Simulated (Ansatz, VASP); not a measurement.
# Two plane-wave programs on SnO

File INCAR:

```
SYSTEM = SnO
  PREC = Accurate
  ENCUT = 520
  EDIFF = 1E-6
  ISMEAR = -1
  SIGMA = 0.02
  LREAL = .False.
  LASPH = .True.
  NELM = 60
  ALGO = Normal
  ISIF = 2
  LWAVE = .False.
  LCHARG = .False.
  GGA = PE
  NBANDS = 28
```

The input KPOINTS:

```
regular mesh
0
Gamma
  12 12 4
  0 0 0
```

Contents of POSCAR:

```
SnO
1.0
    3.2981563320      0.0000000000      0.0000000000
   -1.6490781660      2.8562871691      0.0000000000
    0.0000000000      0.0000000000      9.2163701104
Sn O
2 2
Direct
    0.3333333333      0.6666666667     -0.0066374682
    0.6666666667      0.3333333333      0.4933625318
    0.3333333333      0.6666666667      0.3816374682
    0.6666666667      0.3333333333      0.8816374682
```

Input for Ansatz:

```yaml
crystal:
  lattice:
    - [3.298156332, 0.0, 0.0]
    - [-1.649078166, 2.8562871691, 0.0]
    - [0.0, 0.0, 9.2163701104]
  atoms:
    - { symbol: Sn, position: [0.3333333333, 0.6666666667, -0.0066374682] }
    - { symbol: Sn, position: [0.6666666667, 0.3333333333, 0.4933625318] }
    - { symbol: O, position: [0.3333333333, 0.6666666667, 0.3816374682] }
    - { symbol: O, position: [0.6666666667, 0.3333333333, 0.8816374682] }
kpoints:
  mp_grid: { grid: [12, 12, 4] }
  band_path:
    path:
      - [[0.0, 0.0, 0.0], [0.5, -6.336268427361e-18, 1.135289003904e-33], [0.3333333333333, 0.3333333333333, 6.61612016055e-34], [0.0, 0.0, 0.0], [1.267829061915e-50, -8.302564468993e-52, 0.5], [0.5, -6.336268427361e-18, 0.5], [0.3333333333333, 0.3333333333333, 0.5], [1.267829061915e-50, -8.302564468993e-52, 0.5]]
      - [[0.5, -6.336268427361e-18, 0.5], [0.5, -6.336268427361e-18, 1.135289003904e-33]]
      - [[0.3333333333333, 0.3333333333333, 0.5], [0.3333333333333, 0.3333333333333, 6.61612016055e-34]]
    npoints: 10
hamiltonian:
  xc: pbe
scf:
  occupations: { method: fermi_dirac, width: 0.02 }
  n_extra_bands: 5
output:
  forces: true
  stress: true
  eigenvalues: true
```

Alike in both runs: task single point; functional PBE; k mesh 12 × 12 × 4; occupations fermi-dirac, width 0.02 eV; no spin polarisation.

|  | VASP | Ansatz |
| --- | --- | --- |
| version | VASP 6.6.1 | Ansatz 0.2.0 |
| potentials or method | VASP PAW PBE potentials, release 64 (Sn_d, O) | plane waves, PAW |
| plane-wave cutoff (eV) | 520 | 420 |
| valence electrons in the cell | 40 | 40 |

|  | VASP | Ansatz | Ansatz less VASP |
| --- | --- | --- | --- |
| gap on the k mesh at the Fermi level (eV) | 1.39 | 1.42 | +0.031 |
| pressure (GPa) | 3.3 | 3.1 | -0.22 |
| traceless stress, the component that is largest in VASP (GPa) | -1.24 | -1.15 | +0.094 |
| rms of the force components (eV/Å) | 0.293 | 0.253 | -0.0397 |

Atom by atom the forces differ by 0.040 eV/Å (rms over components).
